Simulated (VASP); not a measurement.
Crystal: SnO2.

```
Sn O
1.0
     4.73735    0.00000    0.00000
     0.00000    4.73735    0.00000
     0.00000    0.00000    3.18640
Sn O
2 4
Cartesian
  0.0000 0.0000 0.0000
  2.3687 2.3687 1.5932
  1.4478 1.4478 0.0000
  0.9208 3.8165 1.5932
  3.2895 3.2895 0.0000
  3.8165 0.9208 1.5932
```

```yaml
Program: VASP 6.6.1
Task: relaxation of cell and atoms
Functional: PBE
Potentials_or_basis: VASP PAW PBE potentials, release 64 (Sn_d, O)
Cutoff: 600 eV
k_mesh: 4 × 4 × 6
Occupations: gaussian, width 0.1 eV
Spin: no spin polarisation
```

At the start: pressure 11.3 GPa; volume 11.92 Å³/atom.

Problem. How do energy, volume and symmetry change on relaxing?

Solution. Over 5 steps the energy falls by 22.7 meV/atom and the volume is 12.59 Å³/atom (+5.6 %); space group P4_2/mnm (No. 136, to 0.1 Å) before and after.

Step by step:
| step | energy change (eV) | largest force (eV/Å) | pressure (GPa) | volume (Å³) |
| --- | --- | --- | --- | --- |
| 1 | 0.0000 | 0.0509 | 11.32 | 71.51 |
| 2 | 0.0457 | 0.3229 | -9.94 | 80.58 |
| 3 | -0.1327 | 0.1553 | 0.00 | 75.47 |
| 4 | -0.1327 | 0.1518 | 0.19 | 75.39 |
| 5 | -0.1361 | 0.0179 | 0.13 | 75.54 |

Final structure:
```cif
data_structure
_symmetry_space_group_name_H-M 'P 1'
_symmetry_Int_Tables_number 1
_cell_length_a 4.8251
_cell_length_b 4.8251
_cell_length_c 3.2448
_cell_angle_alpha 90.000
_cell_angle_beta 90.000
_cell_angle_gamma 90.000
_cell_volume 75.54
loop_
_atom_site_label
_atom_site_type_symbol
_atom_site_fract_x
_atom_site_fract_y
_atom_site_fract_z
_atom_site_occupancy
Sn1 Sn 0.00000 0.00000 0.00000 1
Sn2 Sn 0.50000 0.50000 0.50000 1
O1 O 0.30641 0.30641 0.00000 1
O2 O 0.19359 0.80641 0.50000 1
O3 O 0.69359 0.69359 0.00000 1
O4 O 0.80641 0.19359 0.50000 1
```
